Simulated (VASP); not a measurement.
The system is BN (Qingsongite).

```
CELL_PARAMETERS angstrom
0.00000 1.70375 1.70375
1.70375 0.00000 1.70375
1.70375 1.70375 0.00000
ATOMIC_POSITIONS crystal
B 0.00000 0.00000 0.00000
N 0.25000 0.25000 0.25000
```

This cell differs from its parent crystal: strain -5.6%.

Base run:

- Program: VASP 6.6.1
- Functional: r2SCAN
- Potentials or basis: VASP PAW PBE potentials, release 64 (B, N)
- Cutoff: 520 eV
- k mesh: 12 × 12 × 12
- Occupations: gaussian, width 0.01 eV
- Spin: no spin polarisation

Its results: band gap on the k mesh 5.17 eV, indirect (least direct gap 10.40 eV); pressure 94.4 GPa.

Task: The run is repeated on the same cell with these changes: functional from r2SCAN to HSE06; k mesh from 12 × 12 × 12 to 8 × 8 × 8. What comes out?

Result: Band gap on the k mesh 5.99 eV, indirect (least direct gap 11.47 eV); pressure 88.4 GPa.

Several settings changed at once, so the effect can't be laid on one alone.

Caveats: the PAW data sets were made with another functional, which shifts forces and pressure a little.

A k mesh can miss the band edges.
